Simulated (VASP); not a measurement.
# Rb (Pm-3n) in VASP: a series of runs

Rb is run at these levels: RPBE; tasks: single point, relaxation of cell and atoms.

Program: VASP 6.6.1. These are calculated values, not measurements. Logs are shortened: lines on timing, memory, paths and dates and some standing lists are left out, and cuts for length are marked.

### Step 1. The cell of the first run

It takes space group Pm-3n (No. 223, cubic). Conventional cell: a = 9.343 Å, b = 9.343 Å, c = 9.343 Å, α = 90.00°, β = 90.00°, γ = 90.00°.

### Step 2. Single point, RPBE

Contents of INCAR:

```
SYSTEM = Rb
  ALGO = Normal
  EDIFF = 1E-6
  ENCUT = 520
  GGA = RP
  ISIF = 2
  ISMEAR = -1
  LASPH = .True.
  LCHARG = .False.
  LREAL = .False.
  LWAVE = .False.
  NBANDS = 46
  NELM = 80
  PREC = Accurate
  SIGMA = 0.1
```

Contents of KPOINTS:

```
k-points
0
Gamma
  3 3 3
  0 0 0
```

Contents of POSCAR:

```
Rb
1.0
    9.3430637435      0.0000000000      0.0000000000
    0.0000000000      9.3430637435      0.0000000000
    0.0000000000      0.0000000000      9.3430637435
Rb
8
Direct
    1.0000000000      1.0000000000      0.0000000000
    0.5000000000      0.5000000000      0.5000000000
    0.2500000000      1.0000000000      0.5000000000
    0.7500000000      0.0000000000      0.5000000000
    0.5000000000      0.2500000000      0.0000000000
    0.5000000000      0.7500000000      0.0000000000
    0.0000000000      0.5000000000      0.2500000000
    0.0000000000      0.5000000000      0.7500000000
```

Potentials or basis: VASP PAW PBE potentials, release 64 (Rb_sv).

Command:

```sh
cat potpaw_PBE.64/Rb_sv/POTCAR > POTCAR
mpirun -np 1 vasp_std > vasp.out
```

OUTCAR:

```text
SYSTEM = Rb
   EDIFF = 1E-6
   ENCUT = 520
   GGA = RP
   ISIF = 2
   ISMEAR = -1
   LASPH = .True.
   LREAL = .False.
   NELM = 80
   PREC = Accurate

 ion  position               nearest neighbor table
   1  0.000  0.000  0.000-   3 5.22   4 5.22   5 5.22   6 5.22   7 5.22   8 5.22   3 5.22   4 5.22
                             7 5.22   8 5.22   5 5.22   6 5.22
   2  0.500  0.500  0.500-   3 5.22   4 5.22   5 5.22   6 5.22   7 5.22   8 5.22   5 5.22   6 5.22
                             3 5.22   4 5.22   7 5.22   8 5.22
   3  0.250  0.000  0.500-   4 4.67   4 4.67   1 5.22   1 5.22   2 5.22   2 5.22   8 5.72   5 5.72
                             5 5.72   6 5.72   6 5.72   7 5.72   8 5.72   7 5.72
   4  0.750  0.000  0.500-   3 4.67   3 4.67   1 5.22   1 5.22   2 5.22   2 5.22   8 5.72   5 5.72
                             5 5.72   6 5.72   6 5.72   7 5.72   8 5.72   7 5.72
   5  0.500  0.250  0.000-   6 4.67   6 4.67   1 5.22   2 5.22   2 5.22   1 5.22   8 5.72   4 5.72
                             3 5.72   4 5.72   3 5.72   7 5.72   7 5.72   8 5.72
   6  0.500  0.750  0.000-   5 4.67   5 4.67   1 5.22   2 5.22   2 5.22   1 5.22   8 5.72   4 5.72
                             3 5.72   4 5.72   3 5.72   7 5.72   7 5.72   8 5.72
   7  0.000  0.500  0.250-   8 4.67   8 4.67   1 5.22   2 5.22   1 5.22   2 5.22   3 5.72   4 5.72
                             5 5.72   3 5.72   4 5.72   6 5.72   5 5.72   6 5.72
   8  0.000  0.500  0.750-   7 4.67   7 4.67   1 5.22   2 5.22   1 5.22   2 5.22   3 5.72   4 5.72
                             5 5.72   3 5.72   4 5.72   6 5.72   5 5.72   6 5.72

  LATTYP: Found a simple cubic cell.
 ALAT       =     9.3430637435

  Lattice vectors:

 A1 = (   9.3430637435,   0.0000000000,   0.0000000000)
 A2 = (   0.0000000000,   9.3430637435,   0.0000000000)
 A3 = (   0.0000000000,   0.0000000000,   9.3430637435)

Analysis of symmetry for initial positions (statically):
=====================================================================
 Subroutine PRICEL returns:
 Original cell was already a primitive cell.

 Routine SETGRP: Setting up the symmetry group for a
 simple cubic supercell.

 Subroutine GETGRP returns: Found 48 space group operations
 (whereof 24 operations were pure point group operations)
 out of a pool of 48 trial point group operations.

The static configuration has the point symmetry T_h .
 The point group associated with its full space group is O_h .

Analysis of symmetry for dynamics (positions and initial velocities):
=====================================================================
 Subroutine PRICEL returns:
 Original cell was already a primitive cell.

 Routine SETGRP: Setting up the symmetry group for a
 simple cubic supercell.

 Subroutine GETGRP returns: Found 48 space group operations
 (whereof 24 operations were pure point group operations)
 out of a pool of 48 trial point group operations.

The dynamic configuration has the point symmetry T_h .
 The point group associated with its full space group is O_h .

 Subroutine INISYM returns: Found 48 space group operations
 (whereof 24 operations are pure point group operations),
 and found     1 'primitive' translations

----------------------------------------------------------------------------------------

                                     Primitive cell

  volume of cell :     815.5826

  direct lattice vectors                    reciprocal lattice vectors
     9.343063744  0.000000000  0.000000000     0.107031272  0.000000000  0.000000000
     0.000000000  9.343063744  0.000000000     0.000000000  0.107031272  0.000000000
     0.000000000  0.000000000  9.343063744     0.000000000  0.000000000  0.107031272

  length of vectors
     9.343063744  9.343063744  9.343063744     0.107031272  0.107031272  0.107031272

  position of ions in fractional coordinates (direct lattice)
     0.000000000  0.000000000  0.000000000
     0.500000000  0.500000000  0.500000000
     0.250000000  0.000000000  0.500000000
     0.750000000  0.000000000  0.500000000
     0.500000000  0.250000000  0.000000000
     0.500000000  0.750000000  0.000000000
     0.000000000  0.500000000  0.250000000
     0.000000000  0.500000000  0.750000000

  ion indices of the primitive-cell ions
   primitive index   ion index
                 1           1
                 2           2
                 3           3
                 4           4
                 5           5
                 6           6
                 7           7
                 8           8

----------------------------------------------------------------------------------------

 KPOINTS: k-points

Automatic generation of k-mesh.
 Grid dimensions read from file:
 generate k-points for:    3    3    3

 Generating k-lattice:

  Cartesian coordinates                     Fractional coordinates (reciprocal lattice)
     0.035677091  0.000000000  0.000000000     0.333333333  0.000000000  0.000000000
     0.000000000  0.035677091  0.000000000     0.000000000  0.333333333  0.000000000
     0.000000000  0.000000000  0.035677091     0.000000000  0.000000000  0.333333333

  Length of vectors
     0.035677091  0.035677091  0.035677091

  Shift w.r.t. Gamma in fractional coordinates (k-lattice)
     0.000000000  0.000000000  0.000000000

 Subroutine IBZKPT returns following result:
 ===========================================

 Found      4 irreducible k-points:

 Following reciprocal coordinates:
            Coordinates               Weight
  0.000000  0.000000  0.000000      1.000000
  0.333333  0.000000  0.000000      6.000000
  0.333333  0.333333  0.000000     12.000000
  0.333333  0.333333  0.333333      8.000000
   k-points           NKPTS =      4   k-points in BZ     NKDIM =      4   number of bands    NBANDS=     46
   number of dos      NEDOS =    301   number of ions     NIONS =      8
   total plane-waves  NPLWV = 343000
   dimension x,y,z NGX =    70 NGY =   70 NGZ =   70
   dimension x,y,z NGXF=   140 NGYF=  140 NGZF=  140
   ions per type =               8
   NGX,Y,Z   is equivalent  to a cutoff of  12.46, 12.46, 12.46 a.u.
   NGXF,Y,Z  is equivalent  to a cutoff of  24.91, 24.91, 24.91 a.u.
 SYSTEM =  Rb
   PREC   = accura    normal or accurate (medium, high low for compatibility)
   ISTART =      0    job   : 0-new  1-cont  2-samecut
   ICHARG =      2    charge: 1-file 2-atom 10-const
   ISPIN  =      1    spin polarized calculation?
   LNONCOLLINEAR =      F non collinear calculations
   LSORBIT =      F    spin-orbit coupling
   LASPH  =      T    aspherical Exc in radial PAW
   ENCUT  =  520.0 eV  38.22 Ry    6.18 a.u.  17.37 17.37 17.37*2*pi/ulx,y,z
   NELM   =     80;   NELMIN=  2; NELMDL= -5     # of ELM steps
   EDIFF  = 0.1E-05   stopping-criterion for ELM
   LREAL  =      F    real-space projection
   EDIFFG = 0.1E-04   stopping-criterion for IOM
   NSW    =      0    number of steps for IOM
   IBRION =     -1    ionic relax: 0-MD 1-quasi-New 2-CG
   NFREE  =      0    steps in history (QN), initial steepest desc. (CG)
   ISIF   =      2    stress and relaxation
   ISYM   =      2    0-nonsym 1-usesym 2-fastsym
   POTIM  = 0.5000    time-step for ionic-motion
   TEBEG  =    0.0;   TEEND  =   0.0 temperature during run
   PSTRESS=    0.0 pullay stress
   NELECT =      72.0000    total number of electrons
   NUPDOWN=      -1.0000    fix difference up-down
   EMIN   =  10.00;   EMAX   =-10.00  energy-range for DOS
   EFERMI =   0.00;   METHOD = LEGACY
   ISMEAR =    -1;   SIGMA  =   0.10  broadening in eV -4-tet -1-fermi 0-gaus
   EFERMI_NEDOS =   21; number of points for ismear=-14 and -15
   IALGO  =     38    algorithm
   IMIX   =      4    mixing-type and parameters
     AMIX     =   0.40;   BMIX     =  1.00
     AMIX_MAG =   1.60;   BMIX_MAG =  1.00
  volume/ion in A,a.u.               =     101.95       687.98
  Fermi-wavevector in a.u.,A,eV,Ry     =   0.728948  1.377511  7.229656  0.531365
  Thomas-Fermi vector in A             =   1.820548
   LORBIT       =      0    0 simple, 1 ext, 2 COOP (PROOUT), +10 PAW based schemes
   GGA     = RP    functional components
   LHFCALC =     F    Hartree Fock is set to
   AEXX    =    0.0000 exact exchange contribution
   IVDW    =     0    specifies the selected vdW correction
   LEPSILON=     F    determine dielectric tensor
   LRPA    =     F    only Hartree local field effects (RPA)
 non-spin polarized calculation
  energy-cutoff  :      520.00
  volume of cell :      815.58
 maximum number of plane-waves:     21987
 NGX is ok and might be reduce to    70
   NGX = 35   NGY = 35   NGZ = 35

 number of electron      72.0000002 magnetization

 Free energy of the ion-electron system (eV)
  ---------------------------------------------------
  ext. energy  EPLUGINS =         0.00000000
  ---------------------------------------------------
  free energy    TOTEN  =        -6.62286869 eV

  energy without entropy =       -6.33726616  energy(sigma->0) =       -6.48006742

 E-fermi :  -0.0640     XC(G=0):  -5.0711

 val. band max:       -0.1311891588   @ k =   0.0000   0.0000   0.0000
 cond. band min:      -0.0382986154   @ k =   0.3333   0.3333   0.3333
 fundamental gap:      0.0928905435
 Fermi energy:        -0.0640003647

 k-point     1 :       0.0000    0.0000    0.0000
  band No.  band energies     occupation
      1     -29.1291      2.00000
      2     -29.1284      2.00000
      3     -29.1284      2.00000
      4     -29.1249      2.00000
      5     -29.1249      2.00000
      6     -29.1249      2.00000
[... 38 lines left out ...]
     45       1.3130      0.00000
     46       1.3135      0.00000

 k-point     2 :       0.3333    0.0000    0.0000
  band No.  band energies     occupation
      1     -29.1288      2.00000
      2     -29.1285      2.00000
      3     -29.1277      2.00000
      4     -29.1259      2.00000
      5     -29.1249      2.00000
      6     -29.1249      2.00000
[... 38 lines left out ...]
     45       1.4007      0.00000
     46       1.4007      0.00000

 k-point     3 :       0.3333    0.3333    0.0000
  band No.  band energies     occupation
      1     -29.1286      2.00000
      2     -29.1278      2.00000
      3     -29.1275      2.00000
      4     -29.1259      2.00000
      5     -29.1258      2.00000
      6     -29.1249      2.00000
[... 38 lines left out ...]
     45       1.2578      0.00000
     46       1.2856      0.00000

 k-point     4 :       0.3333    0.3333    0.3333
  band No.  band energies     occupation
      1     -29.1278      2.00000
      2     -29.1276      2.00000
      3     -29.1276      2.00000
      4     -29.1259      2.00000
      5     -29.1259      2.00000
      6     -29.1258      2.00000
[... 38 lines left out ...]
     45       1.6174      0.00000
     46       1.7111      0.00000

------------------------ aborting loop because EDIFF is reached ----------------------------------------

  FORCE on cell =-STRESS in cart. coord.  units (eV):
  Direction    XX          YY          ZZ          XY          YZ          ZX
  --------------------------------------------------------------------------------------
  -------------------------------------------------------------------------------------
  Total        0.0469226      0.0469226      0.0469226      0.0000000     -0.0000000     -0.0000000
  in kB        0.0921774      0.0921774      0.0921774      0.0000000     -0.0000000     -0.0000000
  external PRESSURE =       0.0921774 kB  Pullay stress =       0.0000000 kB

 VOLUME and BASIS-vectors are now :
 -----------------------------------------------------------------------------
  energy-cutoff  :      520.00
  volume of cell :      815.58
      direct lattice vectors                 reciprocal lattice vectors
     9.343063744  0.000000000  0.000000000     0.107031272  0.000000000  0.000000000
     0.000000000  9.343063744  0.000000000     0.000000000  0.107031272  0.000000000
     0.000000000  0.000000000  9.343063744     0.000000000  0.000000000  0.107031272

 POSITION                                       TOTAL-FORCE (eV/Angst)
 -----------------------------------------------------------------------------------
      0.00000      0.00000      0.00000        -0.000000     -0.000000     -0.000000
      4.67153      4.67153      4.67153        -0.000000     -0.000000     -0.000000
      2.33577      0.00000      4.67153        -0.000000     -0.000000     -0.000000
      7.00730      0.00000      4.67153         0.000000     -0.000000     -0.000000
      4.67153      2.33577      0.00000        -0.000000     -0.000000     -0.000000
      4.67153      7.00730      0.00000        -0.000000      0.000000     -0.000000
      0.00000      4.67153      2.33577        -0.000000     -0.000000      0.000000
      0.00000      4.67153      7.00730        -0.000000     -0.000000      0.000000
 -----------------------------------------------------------------------------------
    total drift:                                0.000000      0.000000      0.000000

  FREE ENERGIE OF THE ION-ELECTRON SYSTEM (eV)
  ---------------------------------------------------
  free  energy   TOTEN  =        -6.6228686915 eV

  energy  without entropy=       -6.3372661584  energy(sigma->0) =       -6.48006742
```

It took 82 s on 1 thread of Intel Xeon 6975P-C (Granite Rapids), shared host; peak memory 0.66 GiB.

Results:

* Free energy: -6.6229 eV
* Pressure: 0.0 GPa
* Band gap on the k mesh: zero (bands 36 and 37 overlap by 0.10 eV)

Caveat: the PAW data sets were made with another functional, which shifts forces and pressure a little.

(Continued in part 2 of 2.)
